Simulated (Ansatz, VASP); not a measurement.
## NaH: VASP beside Ansatz

```xyz
2
Lattice="2.8382 -0.0354 0.0000 -0.0354 2.9102 0.0000 0.0000 0.0000 2.8049" Properties=species:S:1:pos:R:3 pbc="T T T"
Na    0.0000    0.0000    0.1424
H     1.4014    1.4374    1.2601
```

Alike in both runs: task single point; functional PBE; k mesh 10 × 10 × 10; occupations gaussian, width 0.02 eV; no spin polarisation.

|  | VASP | Ansatz |
| --- | --- | --- |
| version | VASP 6.6.1 | Ansatz 0.2.0 |
| potentials or method | VASP PAW PBE potentials, release 64 (Na_pv, H), cutoff 520 eV | scalar-relativistic, plane waves, PAW |
| valence electrons in the cell | 8 | 10 |

|  | VASP | Ansatz | Ansatz less VASP |
| --- | --- | --- | --- |
| gap on the k mesh at the Fermi level (eV) | 0.94 | 0.94 | +0.004 |
| least direct gap on the mesh (eV) | 4.71 | 4.71 | +0.004 |
| pressure (GPa) | 4.4 | 4.4 | +0.03 |
| traceless stress, the component that is largest in VASP (GPa) | -2.60 | -2.60 | +0.003 |
| rms of the force components (eV/Å) | 0.132 | 0.130 | -0.0016 |

Atom by atom the forces differ by 0.002 eV/Å (rms over components). VASP's potentials hold 8 valence electrons a cell and Ansatz's 10, so a difference there can come from the potentials and not from the codes.
